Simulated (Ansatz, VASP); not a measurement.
Two plane-wave programs on CoAu

```
CELL_PARAMETERS angstrom
-1.89041 -1.89041 -3.85937
-1.89041 -3.85937 -1.89041
-3.85937 -1.89041 -1.89041
ATOMIC_POSITIONS crystal
Co 0.00000 0.00000 0.00000
Au 0.50000 0.50000 0.50000
```

Alike in both runs: task single point; functional PBE; k mesh 18 × 18 × 18; occupations gaussian, width 0.1 eV; no spin polarisation.

```csv
,VASP,Ansatz
version,VASP 6.6.1,Ansatz 0.2.0
potentials or method,"VASP PAW PBE potentials, release 64 (Co, Au), cutoff 520 eV","scalar-relativistic, plane waves, PAW"
valence electrons in the cell,20,36
```

```csv
,VASP,Ansatz,Ansatz less VASP
gap on the k mesh at the Fermi level (eV),none,none,-
pressure (GPa),-4.5,-4.4,+0.07
```

A gap of «none» marks a metal or a gap that the smearing closes. The functional is the same, so the differences come from potentials, cutoffs and numerics. VASP's potentials hold 20 valence electrons a cell and Ansatz's 36, so a difference there can come from the potentials and not from the codes.

Spin-orbit coupling is off throughout.
